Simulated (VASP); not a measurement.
# Ta2Ru (P6_3/mmc) in VASP: a series of runs, part 2 of 3

VASP 6.6.1.

### 3 Single point, PBE

This run uses another cell than the first one, of 16.83 Å³/atom, 1.160 times its volume.

INCAR

```
ALGO = Fast
EDIFF = 1E-6
ENCUT = 520
GGA = PE
ISIF = 2
ISMEAR = 0
LASPH = T
LCHARG = F
LREAL = F
LWAVE = F
NBANDS = 45
NELM = 60
PREC = Accurate
SIGMA = 0.1
```

KPOINTS

```
k-points
0
Gamma
  6 6 2
```

POSCAR

```
Ta2Ru
1.0
    2.8878264122      0.0000000000      0.0000000000
   -1.4439132061      2.5009310347      0.0000000000
    0.0000000000      0.0000000000     13.9790991804
Ta Ru
4 2
Direct
    0.3333333333      0.6666666667      0.5913116716
    0.6666666667      0.3333333333      0.0913116716
    0.3333333333      0.6666666667      0.9086883284
    0.6666666667      0.3333333333      0.4086883284
    0.3333333333      0.6666666667      0.2500000000
    0.6666666667      0.3333333333      0.7500000000
```

Potentials or basis: VASP PAW PBE potentials, release 64 (Ta_pv, Ru_pv).

Command:

```bash
$ cat potpaw_PBE.64/Ta_pv/POTCAR potpaw_PBE.64/Ru_pv/POTCAR > POTCAR
$ mpirun -np 1 vasp_std > vasp.out
```

OUTCAR:

```text
EDIFF = 1E-6
   ENCUT = 520
   GGA = PE
   ISIF = 2
   ISMEAR = 0
   LASPH = T
   LREAL = F
   NELM = 60
   PREC = Accurate

 ion  position               nearest neighbor table
   1  0.333  0.667  0.591-   6 2.78   6 2.78   6 2.78   4 3.05   4 3.05   4 3.05
   2  0.667  0.333  0.091-   5 2.78   5 2.78   5 2.78   3 3.05   3 3.05   3 3.05
   3  0.333  0.667  0.909-   6 2.78   6 2.78   6 2.78   2 3.05   2 3.05   2 3.05
   4  0.667  0.333  0.409-   5 2.78   5 2.78   5 2.78   1 3.05   1 3.05   1 3.05
   5  0.333  0.667  0.250-   2 2.78   4 2.78   2 2.78   4 2.78   2 2.78   4 2.78
   6  0.667  0.333  0.750-   1 2.78   3 2.78   1 2.78   3 2.78   1 2.78   3 2.78

  LATTYP: Found a hexagonal cell.
 ALAT       =     2.8878264122
 C/A-ratio  =     4.8406992613

  Lattice vectors:

 A1 = (   2.8878264122,   0.0000000000,   0.0000000000)
 A2 = (  -1.4439132061,   2.5009310347,   0.0000000000)
 A3 = (   0.0000000000,   0.0000000000,  13.9790991804)

Analysis of symmetry for initial positions (statically):
=====================================================================
 Subroutine PRICEL returns:
 Original cell was already a primitive cell.

 Routine SETGRP: Setting up the symmetry group for a
 hexagonal supercell.

 Subroutine GETGRP returns: Found 24 space group operations
 (whereof 12 operations were pure point group operations)
 out of a pool of 24 trial point group operations.

The static configuration has the point symmetry D_3d.
 The point group associated with its full space group is D_6h.

Analysis of symmetry for dynamics (positions and initial velocities):
=====================================================================
 Subroutine PRICEL returns:
 Original cell was already a primitive cell.

 Routine SETGRP: Setting up the symmetry group for a
 hexagonal supercell.

 Subroutine GETGRP returns: Found 24 space group operations
 (whereof 12 operations were pure point group operations)
 out of a pool of 24 trial point group operations.

The dynamic configuration has the point symmetry D_3d.
 The point group associated with its full space group is D_6h.

 Subroutine INISYM returns: Found 24 space group operations
 (whereof 12 operations are pure point group operations),
 and found     1 'primitive' translations

----------------------------------------------------------------------------------------

                                     Primitive cell

  volume of cell :     100.9606

  direct lattice vectors                    reciprocal lattice vectors
     2.887826412  0.000000000  0.000000000     0.346281202  0.199925545  0.000000000
    -1.443913206  2.500931035  0.000000000     0.000000000  0.399851090  0.000000000
     0.000000000  0.000000000 13.979099180     0.000000000  0.000000000  0.071535368

  length of vectors
     2.887826412  2.887826412 13.979099180     0.399851090  0.399851090  0.071535368

  position of ions in fractional coordinates (direct lattice)
     0.333333333  0.666666667  0.591311672
     0.666666667  0.333333333  0.091311672
     0.333333333  0.666666667  0.908688328
     0.666666667  0.333333333  0.408688328
     0.333333333  0.666666667  0.250000000
     0.666666667  0.333333333  0.750000000

[... 43 lines left out ...]
  0.333333  0.333333  0.000000      2.000000
  0.000000  0.000000  0.500000      1.000000
  0.166667  0.000000  0.500000      6.000000
  0.333333  0.000000  0.500000      6.000000
  0.500000  0.000000  0.500000      3.000000
  0.166667  0.166667  0.500000      6.000000
  0.333333  0.166667  0.500000     12.000000
  0.333333  0.333333  0.500000      2.000000
   k-points           NKPTS =     14   k-points in BZ     NKDIM =     14   number of bands    NBANDS=     45
   number of dos      NEDOS =    301   number of ions     NIONS =      6
   total plane-waves  NPLWV =  62208
   dimension x,y,z NGX =    24 NGY =   24 NGZ =  108
   dimension x,y,z NGXF=    48 NGYF=   48 NGZF=  216
   ions per type =               4   2
   NGX,Y,Z   is equivalent  to a cutoff of  13.82, 13.82, 12.84 a.u.
   NGXF,Y,Z  is equivalent  to a cutoff of  27.63, 27.63, 25.69 a.u.
 SYSTEM =  unknown system
   PREC   = accura    normal or accurate (medium, high low for compatibility)
   ISTART =      0    job   : 0-new  1-cont  2-samecut
   ICHARG =      2    charge: 1-file 2-atom 10-const
   ISPIN  =      1    spin polarized calculation?
   LNONCOLLINEAR =      F non collinear calculations
   LSORBIT =      F    spin-orbit coupling
   LASPH  =      T    aspherical Exc in radial PAW
   ENCUT  =  520.0 eV  38.22 Ry    6.18 a.u.   5.37  5.37 25.99*2*pi/ulx,y,z
   NELM   =     60;   NELMIN=  2; NELMDL= -5     # of ELM steps
   EDIFF  = 0.1E-05   stopping-criterion for ELM
   LREAL  =      F    real-space projection
   EDIFFG = 0.1E-04   stopping-criterion for IOM
   NSW    =      0    number of steps for IOM
   IBRION =     -1    ionic relax: 0-MD 1-quasi-New 2-CG
   NFREE  =      0    steps in history (QN), initial steepest desc. (CG)
   ISIF   =      2    stress and relaxation
   ISYM   =      2    0-nonsym 1-usesym 2-fastsym
   POTIM  = 0.5000    time-step for ionic-motion
   TEBEG  =    0.0;   TEEND  =   0.0 temperature during run
   PSTRESS=    0.0 pullay stress
   NELECT =      72.0000    total number of electrons
   NUPDOWN=      -1.0000    fix difference up-down
   EMIN   =  10.00;   EMAX   =-10.00  energy-range for DOS
   EFERMI =   0.00;   METHOD = LEGACY
   ISMEAR =     0;   SIGMA  =   0.10  broadening in eV -4-tet -1-fermi 0-gaus
   EFERMI_NEDOS =   21; number of points for ismear=-14 and -15
   IALGO  =     68    algorithm
   IMIX   =      4    mixing-type and parameters
     AMIX     =   0.40;   BMIX     =  1.00
     AMIX_MAG =   1.60;   BMIX_MAG =  1.00
  volume/ion in A,a.u.               =      16.83       113.55
  Fermi-wavevector in a.u.,A,eV,Ry     =   1.462632  2.763973 29.106830  2.139292
  Thomas-Fermi vector in A             =   2.578822
   LORBIT       =      0    0 simple, 1 ext, 2 COOP (PROOUT), +10 PAW based schemes
   GGA     = PE    functional components
   LHFCALC =     F    Hartree Fock is set to
   AEXX    =    0.0000 exact exchange contribution
   IVDW    =     0    specifies the selected vdW correction
   LEPSILON=     F    determine dielectric tensor
   LRPA    =     F    only Hartree local field effects (RPA)
 non-spin polarized calculation
 RMM-DIIS sequential band-by-band and
 Gauss-broadening in eV      SIGMA  =   0.10
  energy-cutoff  :      520.00
  volume of cell :      100.96
 maximum number of plane-waves:      2787
 NGX is ok and might be reduce to    24
   NGX = 11   NGY = 11   NGZ = 51

 number of electron      72.0000006 magnetization

 Free energy of the ion-electron system (eV)
  ---------------------------------------------------
  ext. energy  EPLUGINS =         0.00000000
  ---------------------------------------------------
  free energy    TOTEN  =       -65.16750511 eV

  energy without entropy =      -65.13082499  energy(sigma->0) =      -65.14916505

 E-fermi :   7.5338     XC(G=0): -12.9159

 val. band max:        7.4626690839   @ k =   0.3333   0.0000   0.0000
 cond. band min:       7.5618511349   @ k =   0.5000   0.0000   0.0000
 fundamental gap:      0.0991820511
 Fermi energy:         7.5337802493

 k-point     1 :       0.0000    0.0000    0.0000
  band No.  band energies     occupation
      1     -34.8272      2.00000
      2     -34.8268      2.00000
      3     -34.7598      2.00000
      4     -34.7598      2.00000
      5     -34.7598      2.00000
      6     -34.7598      2.00000
[... 661 lines left out ...]
     44      10.7243      0.00000
     45      11.5351      0.00000

------------------------ aborting loop because EDIFF is reached ----------------------------------------

  FORCE on cell =-STRESS in cart. coord.  units (eV):
  Direction    XX          YY          ZZ          XY          YZ          ZX
  --------------------------------------------------------------------------------------
  -------------------------------------------------------------------------------------
  Total        0.0635193      0.0635193      0.0832473      0.0000000      0.0000000     -0.0000000
  in kB        1.0080081      1.0080081      1.3210784      0.0000000      0.0000000     -0.0000000
  external PRESSURE =       1.1123649 kB  Pullay stress =       0.0000000 kB

 VOLUME and BASIS-vectors are now :
 -----------------------------------------------------------------------------
  energy-cutoff  :      520.00
  volume of cell :      100.96
      direct lattice vectors                 reciprocal lattice vectors
     2.887826412  0.000000000  0.000000000     0.346281202  0.199925545  0.000000000
    -1.443913206  2.500931035  0.000000000     0.000000000  0.399851090  0.000000000
     0.000000000  0.000000000 13.979099180     0.000000000  0.000000000  0.071535368

 POSITION                                       TOTAL-FORCE (eV/Angst)
 -----------------------------------------------------------------------------------
     -0.00000      1.66729      8.26600        -0.000000      0.000000     -0.003950
      1.44391      0.83364      1.27645         0.000000     -0.000000     -0.003950
     -0.00000      1.66729     12.70264         0.000000      0.000000      0.003950
      1.44391      0.83364      5.71309        -0.000000     -0.000000      0.003950
     -0.00000      1.66729      3.49477        -0.000000      0.000000      0.000000
      1.44391      0.83364     10.48432         0.000000     -0.000000      0.000000
 -----------------------------------------------------------------------------------
    total drift:                               -0.000000      0.000000     -0.000000

  FREE ENERGIE OF THE ION-ELECTRON SYSTEM (eV)
  ---------------------------------------------------
  free  energy   TOTEN  =       -65.1675051098 eV

  energy  without entropy=      -65.1308249870  energy(sigma->0) =      -65.14916505
```

Wall time 44 s (1 thread of Intel Xeon 6975P-C (Granite Rapids), shared host); peak memory 0.26 GiB.

What came out:

- Free energy: -65.1675 eV
- Pressure: 0.1 GPa
- Largest force: 0.004 eV/Å
- Band gap on the k mesh: zero (band 36 reaches 8.44 eV, above the bottom of band 37 at 7.23 eV)

Forces on the atoms (eV/Å):
```
Ta   0.000  0.000 -0.004
Ta   0.000  0.000 -0.004
Ta   0.000  0.000  0.004
Ta   0.000  0.000  0.004
Ru   0.000  0.000  0.000
Ru   0.000  0.000  0.000
```

Caveat: the k points lie up to 0.42 Å⁻¹ apart; spin-orbit coupling is left out, which moves the levels of the heavy elements.

[end of part 2 of 3]
